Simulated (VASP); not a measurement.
WS2, 3 atoms in the cell. Symmetry: R3m, No. 160, trigonal system. Conventional cell: a = 3.310 Å, b = 3.310 Å, c = 17.714 Å, α = 90.00°, β = 90.00°, γ = 120.00°. Within 2.9 Å of W (site symmetry 3m) lie 6 S at 2.16 to 2.43 Å. S (site symmetry 3m) has 3 W at 2.43 Å and 7 S at 2.50 to 3.31 Å within 3.4 Å. S (site symmetry 3m) has 3 W at 2.16 Å and 1 S at 2.50 Å within 2.9 Å.  This cell differs from its parent crystal: strained and its atoms moved.

| Quantity | Value |
| --- | --- |
| Program | VASP 6.6.1 |
| Task | single point |
| Functional | PBEsol |
| Potentials or basis | VASP PAW PBE potentials, release 64 (W_sv, S) |
| Cutoff | 520 eV |
| k mesh | 12 × 12 × 12 |
| Occupations | gaussian, width 0.02 eV |
| Spin | no spin polarisation |
| Dipole correction | no |
| Further INCAR settings | ALGO = Normal; EDIFF = 1e-07; NBANDS = 20 |

Potentials or basis: VASP PAW PBE potentials, release 64 (W_sv, S).

Launch:

```console
$ cat potpaw_PBE.64/W_sv/POTCAR potpaw_PBE.64/S/POTCAR > POTCAR
$ mpirun -np 1 vasp_std > vasp.out
```

Hardware: 1 thread of Intel(R) Xeon(R) Platinum 8488C (Sapphire Rapids), on a shared host.

Estimate the wall time of this run.

It took 7.3 min on 1 thread of Intel(R) Xeon(R) Platinum 8488C (Sapphire Rapids), with other jobs on the host, peak memory 0.44 GiB. Counts: scf iterations 15, k points 189.
